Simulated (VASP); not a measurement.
AlN, 4 atoms in the cell. Symmetry: P6_3/mmc, No. 194, hexagonal system. Conventional cell: a = 3.358 Å, b = 3.358 Å, c = 4.203 Å, α = 90.00°, β = 90.00°, γ = 120.00°. Within 2.6 Å of Al (site symmetry -6m2) lie 5 N at 1.94 to 2.10 Å. N (site symmetry -6m2) has 5 Al at 1.94 to 2.10 Å within 2.6 Å. 

| Item | Value |
| --- | --- |
| Program | VASP 6.6.1 |
| Task | single point |
| Functional | LDA |
| Potentials or basis | VASP PAW LDA potentials, release 64 (Al, N) |
| Cutoff | 520 eV |
| k mesh | 9 × 9 × 6 |
| Occupations | gaussian, width 0.05 eV |
| Spin | no spin polarisation |
| Dipole correction | no |
| Further INCAR settings | ALGO = Normal; EDIFF = 1e-06; NBANDS = 16 |

Potentials or basis: VASP PAW LDA potentials, release 64 (Al, N).

Launch:

```sh
$ cat potpaw_LDA.64/Al/POTCAR potpaw_LDA.64/N/POTCAR > POTCAR
$ mpirun -np 1 vasp_std > vasp.out
```

Hardware: 1 thread of Intel(R) Xeon(R) Platinum 8488C (Sapphire Rapids), with other jobs on the host.

**Question.** Estimate the wall time of this run.

**Answer.** Run time: 15 s on 1 thread of Intel(R) Xeon(R) Platinum 8488C (Sapphire Rapids) (shared host), peak memory 0.15 GiB. Counts: scf iterations 13, k points 48.
